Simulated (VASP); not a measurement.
ZnS: density of states with PBE

The system is ZnS.

```
Zn S
1.0
     0.00000    2.72148    2.72148
     2.72148    0.00000    2.72148
     2.72148    2.72148    0.00000
Zn S
1 1
Direct
  0.25000 0.25000 0.25000
  0.00000 0.00000 0.00000
```

```json
{
  "Program": "VASP 6.6.1",
  "Task": "density of states",
  "Functional": "PBE",
  "Potentials or basis": "VASP PAW PBE potentials, release 64 (Zn, S)",
  "Cutoff": "520 eV",
  "k mesh": "10 × 10 × 10",
  "Occupations": "gaussian, width 0.02 eV",
  "Spin": "no spin polarisation",
  "Dipole correction": "no",
  "k mesh for the DOS": "15 × 15 × 15",
  "Occupations for the DOS": "tetrahedron",
  "Further INCAR settings": "ALGO = Normal; EDIFF = 1e-06"
}
```

```json
{
  "Valence electrons inside the program's atomic spheres": "Zn 10.77; S 3.74"
}
```

Levels at points of the mesh, in eV from the valence-band top:
```tsv
k point	band 5	band 6	band 7	band 8	band 9	band 10	band 11	band 12	band 13
(0.00, 0.00, 0.00)	-5.78	-5.78	0.00	0.00	0.00	2.02	6.41	6.41	6.41
```

Run time: 68 s on 1 thread of Intel(R) Xeon(R) Platinum 8488C (Sapphire Rapids), with other jobs on the host, peak memory 0.2 GiB.
